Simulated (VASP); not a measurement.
A run of VASP 6.6.1:

Contents of INCAR:

```
SYSTEM = Mg3CdS2
  ALGO = Normal
  EDIFF = 1E-7
  ENCUT = 520
  GGA = PE
  ISIF = 2
  ISMEAR = 0
  LASPH = .TRUE.
  LCHARG = .FALSE.
  LREAL = .FALSE.
  LWAVE = .FALSE.
  NBANDS = 24
  NELM = 100
  PREC = Accurate
  SIGMA = 0.2
```

The input KPOINTS:

```
k-points
0
G
  5 5 2
  0 0 0
```

Contents of POSCAR:

```
Mg3CdS2
1.0
    3.3460142359      0.0000000000      0.0000000000
    0.0000000000      3.3460142359      0.0000000000
    0.0000000000      0.0000000000     10.0251704174
Mg Cd S
3 1 2
Direct
    0.0000000000      0.0000000000      0.8029300351
    0.0000000000      0.0000000000      0.1970699649
    0.0000000000      0.0000000000      0.5000000000
    0.5000000000      0.5000000000      0.0000000000
    0.5000000000      0.5000000000      0.3367694986
    0.5000000000      0.5000000000      0.6632305014
```

Potentials or basis: VASP PAW PBE potentials, release 64 (Mg, Cd, S).

Launch:

```console
$ cat potpaw_PBE.64/Mg/POTCAR potpaw_PBE.64/Cd/POTCAR potpaw_PBE.64/S/POTCAR > POTCAR
$ mpirun -np 1 vasp_std > vasp.out
```

Hardware: 1 thread of Intel(R) Xeon(R) 6975P-C (Granite Rapids), on a shared host.

Problem. How long does it take, and how much memory?

Solution. Wall time 24 s on 1 thread of Intel(R) Xeon(R) 6975P-C (Granite Rapids), with other jobs on the host, peak memory 0.25 GiB. Counts: scf iterations 14, k points 12.
